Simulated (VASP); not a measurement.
Li, 1 atom in the cell. Symmetry: Im-3m, No. 229, cubic system. Conventional cell: a = 3.431 Å, b = 3.431 Å, c = 3.431 Å, α = 90.00°, β = 90.00°, γ = 90.00°. Within 3.9 Å of Li (site symmetry m-3m) lie 14 Li at 2.97 to 3.43 Å. 

```yaml
Program: VASP 6.6.1
Task: single point
Functional: PBEsol
Potentials_or_basis: VASP PAW PBE potentials, release 64 (Li_sv)
Cutoff: 520 eV
k_mesh: 16 × 16 × 16
Occupations: gaussian, width 0.1 eV
Spin: no spin polarisation
Dipole_correction: no
Further_INCAR_settings: ALGO = Normal; EDIFF = 1e-06; NBANDS = 8
```

Potentials or basis: VASP PAW PBE potentials, release 64 (Li_sv).

The run is started by

```sh
$ cat potpaw_PBE.64/Li_sv/POTCAR > POTCAR
$ mpirun -np 1 vasp_std > vasp.out
```

Hardware: 1 thread of Intel Xeon 8259CL (shared host).

**Question.** Estimate the wall time of this run.

**Answer.** It took 20 s on 1 thread of Intel Xeon 8259CL, with other jobs on the host, peak memory 0.14 GiB. Counts: scf iterations 10, k points 145.
